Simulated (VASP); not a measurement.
Ti: single point with r2SCAN

The system is Ti.

```
Ti
1.0
     3.03850    0.00000    0.00000
    -1.51925    2.63142    0.00000
     0.00000    0.00000    4.68600
Ti
2
Direct
  0.33333 0.66667 0.25000
  0.66667 0.33333 0.75000
```

This cell differs from its parent crystal: strain +0.030 along x and y, +0.000 along z.

```yaml
Program: VASP 6.6.1
Task: single point
Functional: r2SCAN
Potentials_or_basis: VASP PAW PBE potentials, release 64 (Ti_sv)
Cutoff: 520 eV
k_mesh: 18 × 18 × 10
Occupations: gaussian, width 0.15 eV
Spin: no spin polarisation
```

```yaml
Pressure: -7.8 GPa
Band_gap_on_the_k_mesh: zero (band 12 reaches 8.40 eV, above the bottom of band 13 at 7.23 eV)
```

Stress tensor (GPa, compression positive):
```
-8.65  0.00  0.00
 0.00 -8.65  0.00
 0.00  0.00 -6.01
```

Levels at points of the mesh, in eV from the Fermi level:
```
           k point  band 10  band 11  band 12  band 13  band 14  band 15
(0.00, 0.00, 0.00)    -2.67     0.62     0.78     0.78     1.05     1.29
(0.50, 0.00, 0.00)    -2.09    -1.72    -1.01     0.46     0.71     1.25
(0.00, 0.00, 0.50)    -4.55     0.16     0.16     0.66     0.66     0.66
(0.50, 0.00, 0.50)    -2.49    -0.76    -0.76     1.03     1.03     1.67
```

It took 6.2 min on 1 thread of Intel(R) Xeon(R) Platinum 8488C (Sapphire Rapids), on a shared host, peak memory 0.25 GiB.

Caveat: the cell differs from its parent crystal (strain +0.030 along x and y, +0.000 along z); the PAW data sets were made with another functional, which shifts forces and pressure a little.
